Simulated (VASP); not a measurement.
## Fe: single point with PBE

Fe:

```
CELL_PARAMETERS angstrom
-1.39646 1.39646 1.39646
1.39646 -1.39646 1.39646
1.39646 1.39646 -1.39646
ATOMIC_POSITIONS crystal
Fe 0.00000 0.00000 0.00000
```

```yaml
Program: VASP 6.6.1
Task: single point
Functional: PBE
Potentials_or_basis: VASP PAW PBE potentials, release 64 (Fe)
Cutoff: 520 eV
k_mesh: 22 × 22 × 22
Occupations: gaussian, width 0.05 eV
Spin: collinear spin, ferromagnetic start
Starting_moments: "[2.4] μB"
```

```json
{"Pressure": "9.0 GPa", "Net moment": "2.14 μB per cell", "Site moments": "Fe +2.13 μB", "Valence electrons inside the program's atomic spheres": "Fe 7.36"}
```

Levels at points of the mesh, in eV from the Fermi level:
Spin up:
```tsv
k point	band 3	band 4	band 5	band 6	band 7	band 8
(0.00, 0.00, 0.00)	-2.39	-2.39	-1.10	-1.10	25.42	25.42
(0.50, 0.00, 0.00)	-1.02	-0.89	0.47	0.49	7.73	18.71
(0.50, 0.50, 0.50)	0.18	0.18	0.18	10.23	10.23	10.23
```
Spin down:
```
           k point  band 1  band 2  band 3  band 4  band 5  band 6  band 7  band 8
(0.00, 0.00, 0.00)   -8.51   -0.54   -0.54   -0.54    1.61    1.61   25.20   25.20
(0.50, 0.00, 0.00)   -3.91   -1.90    0.63    1.47    1.89    2.63    9.08   18.78
(0.50, 0.50, 0.50)   -3.33   -3.33    2.30    2.30    2.30   10.51   10.51   10.51
```

Run time: 49 s on 1 thread of Intel(R) Xeon(R) Platinum 8559C (Emerald Rapids), with other jobs on the host, peak memory 0.19 GiB.

Caveat: the cell stands under pressure.
